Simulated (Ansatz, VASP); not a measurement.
**One calculation of InP, two programs**

```
CELL_PARAMETERS angstrom
0.00000 2.93050 2.93050
2.93050 0.00000 2.93050
2.93050 2.93050 0.00000
ATOMIC_POSITIONS crystal
In 0.00000 0.00000 0.00000
P 0.75000 0.75000 0.75000
```

Alike in both runs: task single point; functional LDA; k mesh 8 × 8 × 8; occupations gaussian, width 0.05 eV; no spin polarisation.

|  | VASP | Ansatz |
| --- | --- | --- |
| version | VASP 6.6.1 | Ansatz 0.2.0 |
| potentials or method | VASP PAW LDA potentials, release 64 (In_d, P), cutoff 520 eV | scalar-relativistic, plane waves, PAW |
| valence electrons in the cell | 18 | 18 |

VASP gave:

- gap on the k mesh at the Fermi level (eV): 0.51
- least direct gap on the mesh (eV): 0.51
- pressure (GPa): -1.2

Question: Estimate Ansatz's values.

Answer: gap on the k mesh at the Fermi level (eV): 0.48; least direct gap on the mesh (eV): 0.48; pressure (GPa): -1.2.

LDA's correlation is that of Perdew and Zunger in VASP and of Perdew and Wang (1992) in Ansatz.
